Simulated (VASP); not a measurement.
# SiC (Cm) in VASP: further runs

Runs on SiC. Level: PBE. Tasks: single point.

Everything below comes from runs of VASP 6.6.1. Logs are shortened: lines on timing, memory, paths and dates and some standing lists are left out, and cuts for length are marked.

### Step 1. The cell of the first run

It takes space group Cm (No. 8, monoclinic). The conventional cell has a = 5.325 Å, b = 3.075 Å, c = 3.075 Å, α = 90.00°, β = 125.26°, γ = 90.00°. Si (site symmetry m) has 3 C at 1.50 to 1.95 Å within 2.0 Å. C (site symmetry m) has 3 Si at 1.50 to 1.95 Å within 2.0 Å.

### Step 2. Single point, PBE

INCAR

```
PREC = Accurate
ENCUT = 520
EDIFF = 1E-6
ISMEAR = 0
SIGMA = 0.05
LREAL = F
LASPH = T
NELM = 100
ALGO = Normal
ISIF = 2
LWAVE = F
LCHARG = F
GGA = PE
NBANDS = 11
```

KPOINTS

```
Automatic mesh
0
Gamma
  12 12 12
```

POSCAR

```
SiC
1.0
    0.0000000000      2.1740000000      2.1740000000
    2.1740000000      0.0000000000      2.1740000000
    2.1740000000      2.1740000000      0.0000000000
Si C
1 1
Direct
    0.1626280546      0.0000000000      0.0000000000
    0.7500000000      0.7500000000      0.7500000000
```

Potentials or basis: VASP PAW PBE potentials, release 64 (Si, C).

Command:

```
$ cat potpaw_PBE.64/Si/POTCAR potpaw_PBE.64/C/POTCAR > POTCAR
$ mpirun -np 1 vasp_std > vasp.out
```

OUTCAR:

```text
PREC = Accurate
   ENCUT = 520
   EDIFF = 1E-6
   ISMEAR = 0
   LREAL = F
   LASPH = T
   NELM = 100
   ISIF = 2
   GGA = PE

 ion  position               nearest neighbor table
   1  0.163  0.000  0.000-   2 1.50   2 1.95   2 1.95   2 2.31
   2  0.750  0.750  0.750-   1 1.50   1 1.95   1 1.95   1 2.31

  LATTYP: Found a face centered cubic cell.
 ALAT       =     4.3480000000

  Lattice vectors:

 A1 = (   0.0000000000,   2.1740000000,   2.1740000000)
 A2 = (   2.1740000000,   0.0000000000,   2.1740000000)
 A3 = (   2.1740000000,   2.1740000000,   0.0000000000)

Analysis of symmetry for initial positions (statically):
=====================================================================
 Subroutine PRICEL returns:
 Original cell was already a primitive cell.

 Routine SETGRP: Setting up the symmetry group for a
 face centered cubic supercell.

 Subroutine GETGRP returns: Found  2 space group operations
 (whereof  2 operations were pure point group operations)
 out of a pool of 48 trial point group operations.

The static configuration has the point symmetry C_1h.

Analysis of symmetry for dynamics (positions and initial velocities):
=====================================================================
 Subroutine PRICEL returns:
 Original cell was already a primitive cell.

 Routine SETGRP: Setting up the symmetry group for a
 face centered cubic supercell.

 Subroutine GETGRP returns: Found  2 space group operations
 (whereof  2 operations were pure point group operations)
 out of a pool of 48 trial point group operations.

The dynamic configuration has the point symmetry C_1h.

 Subroutine INISYM returns: Found  2 space group operations
 (whereof  2 operations are pure point group operations),
 and found     1 'primitive' translations

----------------------------------------------------------------------------------------

                                     Primitive cell

  volume of cell :      20.5498

  direct lattice vectors                    reciprocal lattice vectors
     0.000000000  2.174000000  2.174000000    -0.229990800  0.229990800  0.229990800
     2.174000000  0.000000000  2.174000000     0.229990800 -0.229990800  0.229990800
     2.174000000  2.174000000  0.000000000     0.229990800  0.229990800 -0.229990800

  length of vectors
     3.074500285  3.074500285  3.074500285     0.398355752  0.398355752  0.398355752

  position of ions in fractional coordinates (direct lattice)
     0.162628055  0.000000000  0.000000000
     0.750000000  0.750000000  0.750000000

  ion indices of the primitive-cell ions
   primitive index   ion index
                 1           1
                 2           2

----------------------------------------------------------------------------------------

 KPOINTS: Automatic mesh

Automatic generation of k-mesh.
 Grid dimensions read from file:
 generate k-points for:   12   12   12

 Generating k-lattice:

  Cartesian coordinates                     Fractional coordinates (reciprocal lattice)
    -0.019165900  0.019165900  0.019165900     0.083333333  0.000000000  0.000000000
     0.019165900 -0.019165900  0.019165900     0.000000000  0.083333333  0.000000000
     0.019165900  0.019165900 -0.019165900     0.000000000  0.000000000  0.083333333

  Length of vectors
     0.033196313  0.033196313  0.033196313

  Shift w.r.t. Gamma in fractional coordinates (k-lattice)
     0.000000000  0.000000000  0.000000000

 Subroutine IBZKPT returns following result:
 ===========================================

 Found    476 irreducible k-points:

 Following reciprocal coordinates:
            Coordinates               Weight
  0.000000  0.000000  0.000000      1.000000
  0.083333  0.000000  0.000000      2.000000
  0.000000  0.083333  0.000000      4.000000
  0.083333  0.083333  0.083333      2.000000
  0.166667  0.000000  0.000000      2.000000
  0.000000  0.166667  0.000000      4.000000
[... 16 lines left out ...]
  0.000000  0.166667  0.083333      4.000000
  0.083333  0.000000  0.166667      4.000000
 [... further k-points ...]
   k-points           NKPTS =    476   k-points in BZ     NKDIM =    476   number of bands    NBANDS=     11
   number of dos      NEDOS =    301   number of ions     NIONS =      2
   total plane-waves  NPLWV =  13824
   dimension x,y,z NGX =    24 NGY =   24 NGZ =   24
   dimension x,y,z NGXF=    48 NGYF=   48 NGZF=   48
   ions per type =               1   1
   NGX,Y,Z   is equivalent  to a cutoff of  12.98, 12.98, 12.98 a.u.
   NGXF,Y,Z  is equivalent  to a cutoff of  25.95, 25.95, 25.95 a.u.
 SYSTEM =  unknown system
   PREC   = accura    normal or accurate (medium, high low for compatibility)
   ISTART =      0    job   : 0-new  1-cont  2-samecut
   ICHARG =      2    charge: 1-file 2-atom 10-const
   ISPIN  =      1    spin polarized calculation?
   LNONCOLLINEAR =      F non collinear calculations
   LSORBIT =      F    spin-orbit coupling
   LASPH  =      T    aspherical Exc in radial PAW
   ENCUT  =  520.0 eV  38.22 Ry    6.18 a.u.   5.72  5.72  5.72*2*pi/ulx,y,z
   NELM   =    100;   NELMIN=  2; NELMDL= -5     # of ELM steps
   EDIFF  = 0.1E-05   stopping-criterion for ELM
   LREAL  =      F    real-space projection
   EDIFFG = 0.1E-04   stopping-criterion for IOM
   NSW    =      0    number of steps for IOM
   IBRION =     -1    ionic relax: 0-MD 1-quasi-New 2-CG
   NFREE  =      0    steps in history (QN), initial steepest desc. (CG)
   ISIF   =      2    stress and relaxation
   ISYM   =      2    0-nonsym 1-usesym 2-fastsym
   POTIM  = 0.5000    time-step for ionic-motion
   TEBEG  =    0.0;   TEEND  =   0.0 temperature during run
   PSTRESS=    0.0 pullay stress
   NELECT =       8.0000    total number of electrons
   NUPDOWN=      -1.0000    fix difference up-down
   EMIN   =  10.00;   EMAX   =-10.00  energy-range for DOS
   EFERMI =   0.00;   METHOD = LEGACY
   ISMEAR =     0;   SIGMA  =   0.05  broadening in eV -4-tet -1-fermi 0-gaus
   EFERMI_NEDOS =   21; number of points for ismear=-14 and -15
   IALGO  =     38    algorithm
   IMIX   =      4    mixing-type and parameters
     AMIX     =   0.40;   BMIX     =  1.00
     AMIX_MAG =   1.60;   BMIX_MAG =  1.00
  volume/ion in A,a.u.               =      10.27        69.34
  Fermi-wavevector in a.u.,A,eV,Ry     =   1.195369  2.258920 19.441458  1.428907
  Thomas-Fermi vector in A             =   2.331336
   LORBIT       =      0    0 simple, 1 ext, 2 COOP (PROOUT), +10 PAW based schemes
   GGA     = PE    functional components
   LHFCALC =     F    Hartree Fock is set to
   AEXX    =    0.0000 exact exchange contribution
   IVDW    =     0    specifies the selected vdW correction
   LEPSILON=     F    determine dielectric tensor
   LRPA    =     F    only Hartree local field effects (RPA)
 non-spin polarized calculation
 Gauss-broadening in eV      SIGMA  =   0.05
  energy-cutoff  :      520.00
  volume of cell :       20.55
 maximum number of plane-waves:       568
   NGX = 11   NGY = 11   NGZ = 11

 number of electron       8.0000001 magnetization

 Free energy of the ion-electron system (eV)
  ---------------------------------------------------
  ext. energy  EPLUGINS =         0.00000000
  ---------------------------------------------------
  free energy    TOTEN  =       -12.39083744 eV

  energy without entropy =      -12.39067796  energy(sigma->0) =      -12.39075770

 E-fermi :   9.2218     XC(G=0): -11.3797

 val. band max:        9.2078982814   @ k =   0.0833   0.0000   0.0000
 cond. band min:       9.2386731522   @ k =   0.0000   0.0833   0.0000
 fundamental gap:      0.0307748708
 Fermi energy:         9.2217576909

 k-point     1 :       0.0000    0.0000    0.0000
  band No.  band energies     occupation
      1      -7.3984      2.00000
      2       5.9368      2.00000
      3       8.1628      2.00000
      4       9.3372      0.00109
      5      13.5211      0.00000
      6      15.0457      0.00000
      7      16.1398      0.00000
      8      16.9613      0.00000
      9      22.0552      0.00000
     10      22.4156      0.00000
     11      22.7628      0.00000

 k-point     2 :       0.0833    0.0000    0.0000
  band No.  band energies     occupation
      1      -7.2610      2.00000
      2       5.4856      2.00000
      3       8.0333      2.00000
      4       9.2079      1.30494
      5      13.7550      0.00000
      6      15.4028      0.00000
      7      15.8084      0.00000
      8      17.1749      0.00000
      9      21.0664      0.00000
     10      21.6409      0.00000
     11      23.6851      0.00000

 k-point     3 :       0.0000    0.0833    0.0000
  band No.  band energies     occupation
      1      -7.2648      2.00000
      2       5.7265      2.00000
      3       7.7146      2.00000
      4       9.2387      0.63234
      5      13.6776      0.00000
      6      14.9170      0.00000
      7      15.9698      0.00000
      8      17.5753      0.00000
      9      21.5383      0.00000
     10      21.9078      0.00000
     11      23.2369      0.00000

 k-point     4 :       0.0833    0.0833    0.0833
  band No.  band energies     occupation
      1      -7.2687      2.00000
      2       5.8473      2.00000
      3       8.1040      2.00000
      4       8.5245      2.00000
      5      13.9351      0.00000
      6      15.0264      0.00000
      7      15.9191      0.00000
      8      17.2570      0.00000
      9      21.9294      0.00000
     10      22.1835      0.00000
     11      22.7912      0.00000
[... 239 lines left out ...]
 k-point    22 :       0.1667    0.0833    0.0000
  band No.  band energies     occupation
      1      -6.9036      2.00000
      2       4.7484      2.00000
      3       7.6310      2.00000
      4       8.5183      2.00000
      5      14.1767      0.00000
      6      14.8086      0.00000
      7      16.5983      0.00000
      8      17.5657      0.00000
      9      19.7317      0.00000
     10      21.6694      0.00000
     11      24.7234      0.00000

 k-point    23 :       0.0000    0.1667    0.0833
  band No.  band energies     occupation
      1      -6.9117      2.00000
      2       5.0583      2.00000
      3       7.1622      2.00000
      4       8.7281      2.00000
      5      13.9282      0.00000
      6      14.7242      0.00000
      7      15.9884      0.00000
      8      17.9004      0.00000
      9      20.2761      0.00000
     10      22.5886      0.00000
     11      23.9724      0.00000

 k-point    24 :       0.0833    0.0000    0.1667
  band No.  band energies     occupation
      1      -6.9154      2.00000
      2       5.3318      2.00000
      3       6.9007      2.00000
      4       8.5656      2.00000
      5      13.6813      0.00000
      6      14.7048      0.00000
      7      16.3790      0.00000
      8      18.0993      0.00000
      9      20.3440      0.00000
     10      22.7244      0.00000
     11      24.1041      0.00000

 [... further k-points ...]
[... 5 lines left out ...]
  --------------------------------------------------------------------------------------
  -------------------------------------------------------------------------------------
  Total        8.6362598      3.2607819      3.2607819     -5.0015479      4.2376822     -5.0015481
  in kB      673.3295404    254.2281989    254.2281989   -389.9477312    330.3926315   -389.9477501
  external PRESSURE =     393.9286461 kB  Pullay stress =       0.0000000 kB

 VOLUME and BASIS-vectors are now :
 -----------------------------------------------------------------------------
  energy-cutoff  :      520.00
  volume of cell :       20.55
      direct lattice vectors                 reciprocal lattice vectors
     0.000000000  2.174000000  2.174000000    -0.229990800  0.229990800  0.229990800
     2.174000000  0.000000000  2.174000000     0.229990800 -0.229990800  0.229990800
     2.174000000  2.174000000  0.000000000     0.229990800  0.229990800 -0.229990800

 POSITION                                       TOTAL-FORCE (eV/Angst)
 -----------------------------------------------------------------------------------
      0.00000      0.35355      0.35355         9.843676     -8.124907     -8.124907
      3.26100      3.26100      3.26100        -9.843676      8.124907      8.124907
 -----------------------------------------------------------------------------------
    total drift:                                0.000084     -0.000053     -0.000053

  FREE ENERGIE OF THE ION-ELECTRON SYSTEM (eV)
  ---------------------------------------------------
  free  energy   TOTEN  =       -12.3908374445 eV

  energy  without entropy=      -12.3906779594  energy(sigma->0) =      -12.39075770
```

Wall time 37 s (1 thread of Intel Xeon Platinum 8488C (Sapphire Rapids), shared host); peak memory 0.21 GiB.

What came out:

| Property | Result |
| --- | --- |
| Free energy | -12.3908 eV |
| Pressure | 39.4 GPa |
| Largest force | 15.130 eV/Å |
| Band gap on the k mesh | zero (band 4 reaches 9.34 eV, above the bottom of band 5 at 8.77 eV) |

Forces on the atoms (eV/Å):
```
Si   9.844 -8.125 -8.125
C   -9.844  8.125  8.125
```

Stress tensor (GPa, compression positive):
```
 67.33 -38.99 -38.99
-38.99  25.42  33.04
-38.99  33.04  25.42
```

Caveat: the cell differs from its parent crystal (all Si atoms moved -0.500 Å, as atom 1 towards its neighbour atom 1 (Si) at 3.075 Å); forces of over 1 eV/Å act on the atoms, so gaps and moduli don't describe the material at rest.

### Step 3. Single point, PBE

INCAR

```
  PREC = Accurate
  ENCUT = 520
  EDIFF = 1E-6
  ISMEAR = 0
  SIGMA = 0.05
  LREAL = F
  LASPH = T
  NELM = 80
  ALGO = Normal
  ISIF = 2
  LWAVE = F
  LCHARG = F
  GGA = PE
  NBANDS = 11
```

KPOINTS

```
regular mesh
0
Gamma
  12 12 12
```

Changes to POSCAR since step 2:

```diff
@@ -8,3 +8,3 @@
 Direct
-    0.1626280546      0.0000000000      0.0000000000
+   -0.1219710409      0.0000000000      0.0000000000
     0.7500000000      0.7500000000      0.7500000000
```

Potentials or basis: VASP PAW PBE potentials, release 64 (Si, C).

Command:

```
$ cat potpaw_PBE.64/Si/POTCAR potpaw_PBE.64/C/POTCAR > POTCAR
$ mpirun -np 1 vasp_std > vasp.out
```

Run time: 36 s. Hardware: 1 thread of Intel Xeon Platinum 8488C (Sapphire Rapids), shared host; peak memory 0.22 GiB.

It converged, with:

```yaml
Free_energy: -13.6092 eV
Pressure: 23.3 GPa
Largest_force: 9.652 eV/Å
Band_gap_on_the_k_mesh: zero (band 4 reaches 9.33 eV, above the bottom of band 5 at 9.09 eV)
```

Forces in eV/Å, atoms in the order of the input:
```
Si   5.274  5.717  5.717
C   -5.274 -5.717 -5.717
```

Stress tensor (GPa, compression positive):
```
36.10 24.39 24.39
24.39 16.88 19.85
24.39 19.85 16.88
```

Levels at points of the mesh, in eV from the Fermi level:
```tsv
k point	band 2	band 3	band 4	band 5	band 6	band 7
(0.00, 0.00, 0.00)	-2.88	-1.07	0.07	4.62	5.94	6.42
(0.50, 0.00, 0.00)	-8.83	-3.47	-1.81	4.26	4.75	6.66
(0.00, 0.50, 0.00)	-9.65	-3.30	-0.87	3.57	4.92	7.37
(0.50, 0.50, 0.50)	-10.59	-2.37	-1.19	4.05	5.89	7.50
(0.50, 0.50, 0.00)	-8.84	-4.78	-3.72	-0.02	2.97	12.23
(0.00, 0.50, 0.50)	-9.11	-4.27	-3.67	-0.17	2.68	11.99
```

Caveat: the cell differs from its parent crystal (all Si atoms moved +0.375 Å, as atom 1 towards its neighbour atom 1 (Si) at 3.075 Å); forces of over 1 eV/Å act on the atoms, so gaps and moduli don't describe the material at rest.

(Continued in part 2 of 2.)
